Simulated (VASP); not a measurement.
# SnTe (Fm-3m) in VASP: further runs

The runs below take SnTe through electric field gradients, with PBEsol.

Everything below comes from runs of VASP 6.6.1. Logs are shortened: lines on timing, memory, paths and dates and some standing lists are left out, and cuts for length are marked.

## Step 1: The cell of the first run

Symmetry: Fm-3m, No. 225, cubic system. The conventional cell has a = 6.228 Å, b = 6.228 Å, c = 6.228 Å, α = 90.00°, β = 90.00°, γ = 90.00°. Within 4.1 Å of Sn (site symmetry m-3m) lie 6 Te at 3.11 Å. Within 4.1 Å of Te (site symmetry m-3m) lie 6 Sn at 3.11 Å.

## Step 2: Electric field gradients, PBEsol (30.19 Å³/atom)

Input file INCAR:

```
ALGO = Normal ; EDIFF = 1E-8
ENCUT = 520 ; GGA = PS
ISIF = 2 ; ISMEAR = -1
LASPH = T ; LCHARG = F
LEFG = T ; LREAL = F
LWAVE = F ; NBANDS = 17
NELM = 60 ; PREC = Accurate
SIGMA = 0.08
```

Input file KPOINTS:

```
k-points
0
Gamma
  11 11 11
```

Input file POSCAR:

```
SnTe
1.0
    0.0000000000      3.1138393650      3.1138393650
    3.1138393650      0.0000000000      3.1138393650
    3.1138393650      3.1138393650      0.0000000000
Sn Te
1 1
Direct
    0.0000000000      0.0000000000      0.0000000000
    0.5000000000      0.5000000000      0.5000000000
```

Potentials or basis: VASP PAW PBE potentials, release 64 (Sn_d, Te).

Command:

```console
cat potpaw_PBE.64/Sn_d/POTCAR potpaw_PBE.64/Te/POTCAR > POTCAR
mpirun -np 1 vasp_std > vasp.out
```

OUTCAR:

```text
EDIFF = 1E-8
   ENCUT = 520
   GGA = PS
   ISIF = 2
   ISMEAR = -1
   LASPH = T
   LREAL = F
   NELM = 60
   PREC = Accurate

 ion  position               nearest neighbor table
   1  0.000  0.000  0.000-   2 3.11   2 3.11   2 3.11   2 3.11   2 3.11   2 3.11
   2  0.500  0.500  0.500-   1 3.11   1 3.11   1 3.11   1 3.11   1 3.11   1 3.11

  LATTYP: Found a face centered cubic cell.
 ALAT       =     6.2276787300

  Lattice vectors:

 A1 = (   0.0000000000,   3.1138393650,   3.1138393650)
 A2 = (   3.1138393650,   0.0000000000,   3.1138393650)
 A3 = (   3.1138393650,   3.1138393650,   0.0000000000)

Analysis of symmetry for initial positions (statically):
=====================================================================
 Subroutine PRICEL returns:
 Original cell was already a primitive cell.

 Routine SETGRP: Setting up the symmetry group for a
 face centered cubic supercell.

 Subroutine GETGRP returns: Found 48 space group operations
 (whereof 48 operations were pure point group operations)
 out of a pool of 48 trial point group operations.

The static configuration has the point symmetry O_h .

Analysis of symmetry for dynamics (positions and initial velocities):
=====================================================================
 Subroutine PRICEL returns:
 Original cell was already a primitive cell.

 Routine SETGRP: Setting up the symmetry group for a
 face centered cubic supercell.

 Subroutine GETGRP returns: Found 48 space group operations
 (whereof 48 operations were pure point group operations)
 out of a pool of 48 trial point group operations.

The dynamic configuration has the point symmetry O_h .

 Subroutine INISYM returns: Found 48 space group operations
 (whereof 48 operations are pure point group operations),
 and found     1 'primitive' translations

----------------------------------------------------------------------------------------

                                     Primitive cell

  volume of cell :      60.3835

  direct lattice vectors                    reciprocal lattice vectors
     0.000000000  3.113839365  3.113839365    -0.160573473  0.160573473  0.160573473
     3.113839365  0.000000000  3.113839365     0.160573473 -0.160573473  0.160573473
     3.113839365  3.113839365  0.000000000     0.160573473  0.160573473 -0.160573473

  length of vectors
     4.403633861  4.403633861  4.403633861     0.278121413  0.278121413  0.278121413

  position of ions in fractional coordinates (direct lattice)
     0.000000000  0.000000000  0.000000000
     0.500000000  0.500000000  0.500000000

  ion indices of the primitive-cell ions
   primitive index   ion index
                 1           1
                 2           2

----------------------------------------------------------------------------------------

 KPOINTS: k-points

Automatic generation of k-mesh.
 Grid dimensions read from file:
 generate k-points for:   11   11   11

 Generating k-lattice:

  Cartesian coordinates                     Fractional coordinates (reciprocal lattice)
    -0.014597588  0.014597588  0.014597588     0.090909091  0.000000000  0.000000000
     0.014597588 -0.014597588  0.014597588     0.000000000  0.090909091  0.000000000
     0.014597588  0.014597588 -0.014597588     0.000000000  0.000000000  0.090909091

  Length of vectors
     0.025283765  0.025283765  0.025283765

  Shift w.r.t. Gamma in fractional coordinates (k-lattice)
     0.000000000  0.000000000  0.000000000

 Subroutine IBZKPT returns following result:
 ===========================================

 Found     56 irreducible k-points:

 Following reciprocal coordinates:
            Coordinates               Weight
  0.000000  0.000000  0.000000      1.000000
  0.090909  0.000000  0.000000      8.000000
  0.181818  0.000000  0.000000      8.000000
  0.272727  0.000000  0.000000      8.000000
  0.363636  0.000000  0.000000      8.000000
  0.454545  0.000000  0.000000      8.000000
[... 16 lines left out ...]
 -0.272727  0.181818  0.000000     24.000000
 -0.181818  0.181818  0.000000     12.000000
 [... further k-points ...]
   k-points           NKPTS =     56   k-points in BZ     NKDIM =     56   number of bands    NBANDS=     17
   number of dos      NEDOS =    301   number of ions     NIONS =      2
   total plane-waves  NPLWV =  46656
   dimension x,y,z NGX =    36 NGY =   36 NGZ =   36
   dimension x,y,z NGXF=    72 NGYF=   72 NGZF=   72
   ions per type =               1   1
   NGX,Y,Z   is equivalent  to a cutoff of  13.59, 13.59, 13.59 a.u.
   NGXF,Y,Z  is equivalent  to a cutoff of  27.18, 27.18, 27.18 a.u.
 SYSTEM =  unknown system
   PREC   = accura    normal or accurate (medium, high low for compatibility)
   ISTART =      0    job   : 0-new  1-cont  2-samecut
   ICHARG =      2    charge: 1-file 2-atom 10-const
   ISPIN  =      1    spin polarized calculation?
   LNONCOLLINEAR =      F non collinear calculations
   LSORBIT =      F    spin-orbit coupling
   LASPH  =      T    aspherical Exc in radial PAW
   ENCUT  =  520.0 eV  38.22 Ry    6.18 a.u.   8.19  8.19  8.19*2*pi/ulx,y,z
   NELM   =     60;   NELMIN=  2; NELMDL= -5     # of ELM steps
   EDIFF  = 0.1E-07   stopping-criterion for ELM
   LREAL  =      F    real-space projection
   EDIFFG = 0.1E-06   stopping-criterion for IOM
   NSW    =      0    number of steps for IOM
   IBRION =     -1    ionic relax: 0-MD 1-quasi-New 2-CG
   NFREE  =      0    steps in history (QN), initial steepest desc. (CG)
   ISIF   =      2    stress and relaxation
   ISYM   =      2    0-nonsym 1-usesym 2-fastsym
   POTIM  = 0.5000    time-step for ionic-motion
   TEBEG  =    0.0;   TEEND  =   0.0 temperature during run
   PSTRESS=    0.0 pullay stress
   NELECT =      20.0000    total number of electrons
   NUPDOWN=      -1.0000    fix difference up-down
   EMIN   =  10.00;   EMAX   =-10.00  energy-range for DOS
   EFERMI =   0.00;   METHOD = LEGACY
   ISMEAR =    -1;   SIGMA  =   0.08  broadening in eV -4-tet -1-fermi 0-gaus
   EFERMI_NEDOS =   21; number of points for ismear=-14 and -15
   IALGO  =     38    algorithm
   IMIX   =      4    mixing-type and parameters
     AMIX     =   0.40;   BMIX     =  1.00
     AMIX_MAG =   1.60;   BMIX_MAG =  1.00
  volume/ion in A,a.u.               =      30.19       203.74
  Fermi-wavevector in a.u.,A,eV,Ry     =   1.132692  2.140478 17.456165  1.282992
  Thomas-Fermi vector in A             =   2.269394
   LORBIT       =      0    0 simple, 1 ext, 2 COOP (PROOUT), +10 PAW based schemes
   GGA     = PS    functional components
   LHFCALC =     F    Hartree Fock is set to
   AEXX    =    0.0000 exact exchange contribution
   IVDW    =     0    specifies the selected vdW correction
   LEPSILON=     F    determine dielectric tensor
   LRPA    =     F    only Hartree local field effects (RPA)
 non-spin polarized calculation
  energy-cutoff  :      520.00
  volume of cell :       60.38
 maximum number of plane-waves:      1641
 NGX is ok and might be reduce to    36
   NGX = 17   NGY = 17   NGZ = 17

 number of electron      19.9999997 magnetization

 Free energy of the ion-electron system (eV)
  ---------------------------------------------------
  ext. energy  EPLUGINS =         0.00000000
  ---------------------------------------------------
  free energy    TOTEN  =        -8.33150760 eV

  energy without entropy =       -8.32923477  energy(sigma->0) =       -8.33037118

 E-fermi :   7.2607     XC(G=0):  -9.8107

 val. band max:        7.0829098501   @ k =   0.4545   0.0000   0.0000
 cond. band min:       7.5345978790   @ k =  -0.3636   0.0909   0.0000
 fundamental gap:      0.4516880290
 Fermi energy:         7.2606868481

 k-point     1 :       0.0000    0.0000    0.0000
  band No.  band energies     occupation
      1     -14.5426      2.00000
      2     -14.5426      2.00000
      3     -14.5336      2.00000
      4     -14.5336      2.00000
      5     -14.5336      2.00000
      6      -5.8337      2.00000
[... 9 lines left out ...]
     16      11.9079      0.00000
     17      13.8495      0.00000

 k-point     2 :       0.0909    0.0000    0.0000
  band No.  band energies     occupation
      1     -14.5430      2.00000
      2     -14.5430      2.00000
      3     -14.5334      2.00000
      4     -14.5330      2.00000
      5     -14.5330      2.00000
      6      -5.7596      2.00000
[... 9 lines left out ...]
     16      12.0896      0.00000
     17      14.5078      0.00000
[... 421 lines left out ...]
 k-point    24 :      -0.1818    0.1818    0.0000
  band No.  band energies     occupation
      1     -14.5471      2.00000
      2     -14.5456      2.00000
      3     -14.5322      2.00000
      4     -14.5296      2.00000
      5     -14.5279      2.00000
      6      -5.0983      2.00000
[... 9 lines left out ...]
     16      15.1430      0.00000
     17      15.3198      0.00000

 [... further k-points ...]
[... 5 lines left out ...]
  --------------------------------------------------------------------------------------
  -------------------------------------------------------------------------------------
  Total        0.5568178      0.5568178      0.5568178      0.0000000      0.0000000      0.0000000
  in kB       14.7742383     14.7742383     14.7742383      0.0000000      0.0000000      0.0000000
  external PRESSURE =      14.7742383 kB  Pullay stress =       0.0000000 kB

 VOLUME and BASIS-vectors are now :
 -----------------------------------------------------------------------------
  energy-cutoff  :      520.00
  volume of cell :       60.38
      direct lattice vectors                 reciprocal lattice vectors
     0.000000000  3.113839365  3.113839365    -0.160573473  0.160573473  0.160573473
     3.113839365  0.000000000  3.113839365     0.160573473 -0.160573473  0.160573473
     3.113839365  3.113839365  0.000000000     0.160573473  0.160573473 -0.160573473

 POSITION                                       TOTAL-FORCE (eV/Angst)
 -----------------------------------------------------------------------------------
      0.00000      0.00000      0.00000         0.000000      0.000000     -0.000000
      3.11384      3.11384      3.11384         0.000000     -0.000000      0.000000
 -----------------------------------------------------------------------------------
    total drift:                               -0.000000      0.000000      0.000000

  FREE ENERGIE OF THE ION-ELECTRON SYSTEM (eV)
  ---------------------------------------------------
  free  energy   TOTEN  =        -8.3315075971 eV

  energy  without entropy=       -8.3292347725  energy(sigma->0) =       -8.33037118

 Electric field gradients (V/A^2)
---------------------------------------------------------------------
 ion       V_xx      V_yy      V_zz      V_xy      V_xz      V_yz
---------------------------------------------------------------------
   1       0.000     0.000     0.000    -0.001    -0.001    -0.001
   2       0.000    -0.000    -0.000     0.000     0.000     0.000
---------------------------------------------------------------------

 Electric field gradients after diagonalization (V/A^2)
 (convention: |V_zz| > |V_xx| > |V_yy|)
----------------------------------------------------------------------
 ion       V_xx      V_yy      V_zz     asymmetry (V_yy - V_xx)/ V_zz
----------------------------------------------------------------------
   1       0.001     0.001    -0.003       0.000
   2      -0.000    -0.000     0.000       0.000
----------------------------------------------------------------------

           NMR quadrupolar parameters

 Cq : quadrupolar parameter    Cq=e*Q*V_zz/h
 eta: asymmetry parameters     (V_yy - V_xx)/ V_zz
 Q  : nuclear electric quadrupole moment in mb (millibarn)
----------------------------------------------------------------------
 ion       Cq(MHz)       eta       Q (mb)
----------------------------------------------------------------------
   1      -0.000       0.000       1.000
   2       0.000       0.000       1.000
----------------------------------------------------------------------
```

Wall time 82 s (1 thread of Intel Xeon 8259CL, shared host); peak memory 0.24 GiB.

Results:

| Property | Result |
| --- | --- |
| Free energy | -8.3315 eV |
| Pressure | 1.5 GPa |
| Largest electric field gradient by atom | zero within the noise of the run |

Caveat: this odd mesh misses L, so gap, dielectric constants and Born charges aren't listed; the PAW data sets were made with another functional, which shifts forces and pressure a little; spin-orbit coupling is left out, which moves the levels of the heavy elements.

## Step 3: Electric field gradients, PBEsol (30.82 Å³/atom)

This run uses another cell than the first one, of 30.82 Å³/atom.

Input file INCAR:

```
PREC = Accurate ; ENCUT = 520
EDIFF = 1E-8 ; ISMEAR = -1
SIGMA = 0.08 ; LREAL = False
LASPH = True ; NELM = 100
ALGO = Normal ; ISIF = 2
LWAVE = False ; LCHARG = False
GGA = PS ; LEFG = True
NBANDS = 17
```

Input file KPOINTS:

```
regular mesh
0
Gamma
  11 11 11
```

Input file POSCAR:

```
SnTe
1.0
    0.0000000000      3.1353147979      3.1353147979
    3.1353147979      0.0000000000      3.1353147979
    3.1353147979      3.1353147979      0.0000000000
Sn Te
1 1
Direct
    0.0000000000      0.0000000000      0.0000000000
    0.5000000000      0.5000000000      0.5000000000
```

Potentials or basis: VASP PAW PBE potentials, release 64 (Sn_d, Te).

Command:

```console
cat potpaw_PBE.64/Sn_d/POTCAR potpaw_PBE.64/Te/POTCAR > POTCAR
mpirun -np 1 vasp_std > vasp.out
```

OUTCAR:

```text
PREC = Accurate
   ENCUT = 520
   EDIFF = 1E-8
   ISMEAR = -1
   LREAL = False
   LASPH = True
   NELM = 100
   ISIF = 2
   GGA = PS

 ion  position               nearest neighbor table
   1  0.000  0.000  0.000-   2 3.14   2 3.14   2 3.14   2 3.14   2 3.14   2 3.14
   2  0.500  0.500  0.500-   1 3.14   1 3.14   1 3.14   1 3.14   1 3.14   1 3.14

  LATTYP: Found a face centered cubic cell.
 ALAT       =     6.2706295958

  Lattice vectors:

 A1 = (   0.0000000000,   3.1353147979,   3.1353147979)
 A2 = (   3.1353147979,   0.0000000000,   3.1353147979)
 A3 = (   3.1353147979,   3.1353147979,   0.0000000000)

Analysis of symmetry for initial positions (statically):
[... 690 lines left out ...]
  free  energy   TOTEN  =        -8.3391404026 eV

  energy  without entropy=       -8.3371745603  energy(sigma->0) =       -8.33815748

 Electric field gradients (V/A^2)
---------------------------------------------------------------------
 ion       V_xx      V_yy      V_zz      V_xy      V_xz      V_yz
---------------------------------------------------------------------
   1      -0.000    -0.000     0.000    -0.002    -0.002    -0.002
   2      -0.000     0.000    -0.000     0.000     0.000     0.000
---------------------------------------------------------------------

 Electric field gradients after diagonalization (V/A^2)
 (convention: |V_zz| > |V_xx| > |V_yy|)
----------------------------------------------------------------------
 ion       V_xx      V_yy      V_zz     asymmetry (V_yy - V_xx)/ V_zz
----------------------------------------------------------------------
   1       0.002     0.002    -0.004       0.000
   2      -0.000    -0.000     0.000       0.000
----------------------------------------------------------------------

           NMR quadrupolar parameters

 Cq : quadrupolar parameter    Cq=e*Q*V_zz/h
 eta: asymmetry parameters     (V_yy - V_xx)/ V_zz
 Q  : nuclear electric quadrupole moment in mb (millibarn)
----------------------------------------------------------------------
 ion       Cq(MHz)       eta       Q (mb)
----------------------------------------------------------------------
   1      -0.000       0.000       1.000
   2       0.000       0.000       1.000
----------------------------------------------------------------------
```

OSZICAR:

```text
N       E                     dE             d eps       ncg     rms          rms(c)
DAV:   1     0.125005231944E+03    0.12501E+03   -0.94881E+03  1921   0.136E+03
DAV:   2     0.323676622430E+01   -0.12177E+03   -0.11850E+03  2012   0.334E+02
DAV:   3    -0.807117962010E+01   -0.11308E+02   -0.11210E+02  2491   0.895E+01
DAV:   4    -0.837973778399E+01   -0.30856E+00   -0.30835E+00  2211   0.153E+01
DAV:   5    -0.839200682451E+01   -0.12269E-01   -0.12268E-01  2751   0.298E+00    0.488E+00
DAV:   6    -0.834179707786E+01    0.50210E-01   -0.10613E-01  2686   0.259E+00    0.306E+00
DAV:   7    -0.833977205615E+01    0.20250E-02   -0.43719E-02  2449   0.126E+00    0.685E-01
DAV:   8    -0.833909271217E+01    0.67934E-03   -0.68521E-03  2446   0.705E-01    0.157E-01
DAV:   9    -0.833916033589E+01   -0.67624E-04   -0.55179E-04  2562   0.211E-01    0.365E-02
DAV:  10    -0.833914105358E+01    0.19282E-04   -0.69959E-05  2558   0.762E-02    0.200E-02
DAV:  11    -0.833914074565E+01    0.30793E-06   -0.28889E-05  2584   0.454E-02    0.249E-02
DAV:  12    -0.833914056717E+01    0.17847E-06   -0.24244E-06  2450   0.134E-02    0.128E-02
DAV:  13    -0.833914040281E+01    0.16436E-06   -0.17270E-07  2315   0.272E-03    0.635E-03
DAV:  14    -0.833914040264E+01    0.17053E-09   -0.95693E-08  2489   0.393E-03
   1 F= -.83391404E+01 E0= -.83381575E+01  d E =-.196584E-02
```

stdout:

```text
POSCAR found type information on POSCAR SnTe
 POSCAR found :  2 types and       2 ions
 scaLAPACK will be used
 -----------------------------------------------------------------------------
|                                                                             |
|                                                                             |
|     You enforced a specific xc type in the INCAR file but a different       |
|     I HOPE YOU KNOW WHAT YOU ARE DOING!                                     |
|                                                                             |
 -----------------------------------------------------------------------------

 LDA part: xc-table for (Slater+PW92), standard interpolation
 POSCAR, INCAR and KPOINTS ok, starting setup
 FFT: planning ... GRIDC
 FFT: planning ... GRID_SOFT
 FFT: planning ... GRID
 WAVECAR not read
 entering main loop
ion   1

ion   2
```

Wall time 88 s (1 thread of Intel Xeon 8259CL, shared host); peak memory 0.23 GiB.

What came out:

```yaml
Free_energy: -8.3391 eV
Pressure: 0.4 GPa
Largest_electric_field_gradient_by_atom: zero within the noise of the run
```

Caveat: this odd mesh misses L, so gap, dielectric constants and Born charges aren't listed; the PAW data sets were made with another functional, which shifts forces and pressure a little; spin-orbit coupling is left out, which moves the levels of the heavy elements.

(Part 1 of 2 ends here.)
